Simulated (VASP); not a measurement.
A run of VASP 6.6.1 is set up as follows.

File INCAR:

```
ALGO = Normal
EDIFF = 1E-6
ENCUT = 520
GGA = PS
ISIF = 2
ISMEAR = 0
LASPH = True
LCHARG = True
LELF = True
LREAL = False
LVHAR = True
LWAVE = False
NBANDS = 11
NELM = 80
PREC = Accurate
SIGMA = 0.15
```

KPOINTS

```
k-points
0
Gamma
  18 18 14
```

Contents of POSCAR:

```
MgB2
1.0
    2.8167556995      0.0000000000      0.0000000000
   -1.4083778498      2.4393819920      0.0000000000
    0.0000000000      0.0000000000      3.5044564168
Mg B
1 2
Direct
    0.0000000000      0.0000000000      0.0000000000
    0.3333333333      0.6666666667      0.5000000000
    0.6666666667      0.3333333333      0.5000000000
```

Potentials or basis: VASP PAW PBE potentials, release 64 (Mg, B).

Command:

```bash
$ cat potpaw_PBE.64/Mg/POTCAR potpaw_PBE.64/B/POTCAR > POTCAR
$ mpirun -np 1 vasp_std > vasp.out
```

Q: Estimate the band gap on the k mesh.

A: Zero (band 4 reaches 8.18 eV, above the bottom of band 5 at 4.48 eV).

Q: What does it give for the pressure?

A: 41.1 GPa.

Stress tensor (GPa, compression positive):
```
58.88  0.00  0.00
 0.00 58.88  0.00
 0.00  0.00  5.39
```

Caveat: the cell differs from its parent crystal (strain -0.080 along x and y, +0.000 along z); the PAW data sets were made with another functional, which shifts forces and pressure a little.
